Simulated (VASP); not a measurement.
Here is a VASP 6.6.1 calculation.

File INCAR:

```
SYSTEM = NbSnSe4
PREC     = Accurate       ! precision mode
ENCUT    = 500            ! plane-wave cutoff, eV
EDIFF    = 1E-6           ! SCF threshold, eV
ISMEAR   = 0              ! smearing method
SIGMA    = 0.1            ! smearing width, eV
LREAL    = .False.        ! projectors in reciprocal space
LASPH    = .True.         ! aspherical terms in the spheres
NELM     = 120            ! most SCF steps
ALGO     = Normal         ! electronic algorithm
ISIF     = 2              ! what is computed and relaxed
LWAVE    = .False.        ! write WAVECAR
LCHARG   = .False.        ! write CHGCAR
GGA      = PE             ! functional
NBANDS   = 63             ! bands
GGA_COMPAT= .False.
```

File KPOINTS:

```
Automatic mesh
0
Gamma
  6 6 6
  0 0 0
```

File POSCAR:

```
NbSnSe4
1.0
   -3.5885616121      4.0173369652      5.6487846835
    3.5885616121     -4.0173369652      5.6487846835
    3.5885616121      4.0173369652     -5.6487846835
Nb Sn Se
2 2 8
Direct
    0.5000000000      0.0000000000      0.0000000000
    0.5000000000      0.5000000000      0.5000000000
    0.5000000000      0.0000000000      0.5000000000
    0.0000000000      0.0000000000      0.0000000000
    0.7290371810      0.2500575245      0.0210203436
    0.2709628190      0.7499424755      0.9789796564
    0.7290371810      0.7080168374      0.4789796564
    0.2709628190      0.2919831626      0.5210203436
    0.7365667232      0.2477507026      0.4888160206
    0.7410653180      0.7522492974      0.9888160206
    0.2589346820      0.2477507026      0.0111839794
    0.2634332768      0.7522492974      0.5111839794
```

Potentials or basis: VASP PAW PBE potentials, release 64 (Nb_sv, Sn_d, Se).

Launch:

```bash
$ cat potpaw_PBE.64/Nb_sv/POTCAR potpaw_PBE.64/Sn_d/POTCAR potpaw_PBE.64/Se/POTCAR > POTCAR
$ mpirun -np 1 vasp_std > vasp.out
```

**Question.** Predict the pressure.

**Answer.** 0.0 GPa.

**Question.** What does it give for the band gap on the k mesh?

**Answer.** Zero (bands 51 and 52 overlap by 0.65 eV).

**Question.** Predict the largest force.

**Answer.** 0.009 eV/Å.

Forces in eV/Å, atoms in the order of the input:
```
Nb   0.000  0.000  0.000
Nb   0.000  0.000  0.000
Sn   0.000  0.000  0.000
Sn   0.000  0.000  0.000
Se   0.007  0.000 -0.005
Se  -0.007  0.000  0.005
Se  -0.007  0.000 -0.005
Se   0.007  0.000  0.005
Se   0.000 -0.001  0.006
Se   0.000 -0.001 -0.006
Se   0.000  0.001  0.006
Se   0.000  0.001 -0.006
```

Caveat: spin-orbit coupling is left out, which moves the levels of the heavy elements.
